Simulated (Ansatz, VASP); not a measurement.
One calculation of NaF, two programs

```
Na F
1.0
     0.00000    2.20714    2.43947
     2.20714    0.00000    2.43947
     2.20714    2.20714    0.00000
Na F
1 1
Direct
  0.00000 0.00000 0.00000
  0.50000 0.50000 0.50000
```

Change from the starting cell: strain -0.050 along x and y, +0.050 along z, atoms carried along.

Alike in both runs: task single point; functional PBEsol; k mesh 8 × 8 × 8; occupations gaussian, width 0.05 eV; no spin polarisation.

|  | VASP | Ansatz |
| --- | --- | --- |
| version | VASP 6.6.1 | Ansatz 0.2.0 |
| potentials or method | VASP PAW PBE potentials, release 64 (Na_pv, F), cutoff 520 eV | scalar-relativistic, plane waves, PAW |
| valence electrons in the cell | 14 | 16 |

```tsv
	VASP	Ansatz	Ansatz less VASP
gap on the k mesh at the Fermi level (eV)	6.38	6.40	+0.023
least direct gap on the mesh (eV)	6.38	6.40	+0.023
pressure (GPa)	3.7	3.6	-0.08
traceless stress, the component that is largest in VASP (GPa)	-6.05	-5.79	+0.259
```

VASP's potentials were made for PBE, not for PBEsol. VASP's potentials hold 14 valence electrons a cell and Ansatz's 16, so a difference there can come from the potentials and not from the codes.
